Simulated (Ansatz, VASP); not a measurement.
## One calculation of Ti12H, two programs

```
Ti H
1.0
     5.90000    0.00000    0.00000
    -4.42500    7.66432    0.00000
     0.00000    0.00000    4.68460
Ti H
12 1
Direct
  0.00125 0.00027 0.99665
  0.16497 0.21959 0.50053
  0.00350 0.33044 0.00044
  0.17529 0.55808 0.50075
  0.00352 0.67052 0.00145
  0.16863 0.88979 0.50148
  0.49844 0.99812 0.99884
  0.66422 0.21825 0.49852
  0.49129 0.32987 0.99983
  0.66332 0.55780 0.50123
  0.50237 0.66838 0.00064
  0.66637 0.88784 0.50411
  0.83469 0.44310 0.25098
```

Alike in both runs: functional PBEsol; k mesh 4 × 3 × 5; occupations gaussian, width 0.1 eV; no spin polarisation.

Ansatz relaxed the structure, and its values are those at the end. VASP's run is a single point on that final structure, the one shown.

|  | VASP | Ansatz |
| --- | --- | --- |
| version | VASP 6.6.1 | Ansatz 0.2.0 |
| potentials or method | VASP PAW PBE potentials, release 64 (Ti_sv, H), cutoff 520 eV | scalar-relativistic, plane waves, PAW |
| valence electrons in the cell | 145 | 145 |

Ansatz gave:

```
rms of the force components (eV/Å) : 0.012
```

Q: Estimate VASP's values.

A: rms of the force components (eV/Å): 0.013.

VASP's potentials were made for PBE, not for PBEsol.
